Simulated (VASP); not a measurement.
Write the native input for VASP 6.6.1 that does the following.

| Item | Value |
| --- | --- |
| Task | single point |
| Functional | HSE06 |
| Potentials or basis | VASP PAW PBE potentials, release 64 (K_sv, Zn, F) |
| Cutoff | 520 eV |
| k mesh | 4 × 4 × 4 |
| Occupations | gaussian, width 0.01 eV |
| Spin | no spin polarisation |
| Dipole correction | no |
| Grid for exact exchange (PRECFOCK) | Normal |
| Further INCAR settings | ALGO = Normal; EDIFF = 1e-06; NBANDS = 29 |
| Share of exact exchange | 0.25 |
| Screening parameter | 0.2079 1/Å |

KZnF3:

```
CELL_PARAMETERS angstrom
4.11253 0.00000 0.00000
0.00000 4.11253 0.00000
0.00000 0.00000 4.11253
ATOMIC_POSITIONS crystal
K 0.00000 0.00000 0.00000
Zn 0.50000 0.50000 0.50000
F 0.50000 0.50000 0.00000
F 0.00000 0.50000 0.50000
F 0.50000 0.00000 0.50000
```

This cell differs from its parent crystal: strain +1.6%.

One way to write it, as run:

POSCAR

```
KZnF3
1.0
    4.1125251740      0.0000000000      0.0000000000
    0.0000000000      4.1125251740      0.0000000000
    0.0000000000      0.0000000000      4.1125251740
K Zn F
1 1 3
Direct
    0.0000000000      0.0000000000      0.0000000000
    0.5000000000      0.5000000000      0.5000000000
    0.5000000000      0.5000000000      0.0000000000
    0.0000000000      0.5000000000      0.5000000000
    0.5000000000      0.0000000000      0.5000000000
```

INCAR.step1

```
PREC = Accurate
ENCUT = 520
EDIFF = 1E-5
ISMEAR = 0
SIGMA = 0.01
LREAL = F
LASPH = T
NELM = 120
ALGO = Normal
ISIF = 2
LWAVE = T
GGA = PE
NBANDS = 29
GGA_COMPAT = F
```

INCAR.step2

```
PREC = Accurate
ENCUT = 520
EDIFF = 1E-6
ISMEAR = 0
SIGMA = 0.01
LREAL = F
LASPH = T
NELM = 120
ALGO = Normal
ISIF = 2
LWAVE = F
LCHARG = T
GGA = PE
LHFCALC = T
HFSCREEN = 0.2079
PRECFOCK = Normal
LELF = T
LVHAR = T
ISTART = 1
NBANDS = 29
GGA_COMPAT = F
```

KPOINTS

```
regular mesh
0
Gamma
  4 4 4
```

Potentials or basis: VASP PAW PBE potentials, release 64 (K_sv, Zn, F).

The run is started by

```console
$ cat potpaw_PBE.64/K_sv/POTCAR potpaw_PBE.64/Zn/POTCAR potpaw_PBE.64/F/POTCAR > POTCAR
$ cp INCAR.step1 INCAR
$ mpirun -np 1 vasp_std > vasp.out
$ cp INCAR.step2 INCAR
$ mpirun -np 1 vasp_std > vasp.out
```

It gave:

```json
{"Pressure": "-1.3 GPa", "Band gap on the k mesh": "6.08 eV (least direct gap 7.60 eV)"}
```

Caveat: the cell differs from its parent crystal (strain +1.6%); the PAW data sets were made with another functional, which shifts forces and pressure a little.

Run time: 32 min on 1 thread of AMD EPYC 9R14 (Zen 4), with other jobs on the host, peak memory 0.28 GiB.
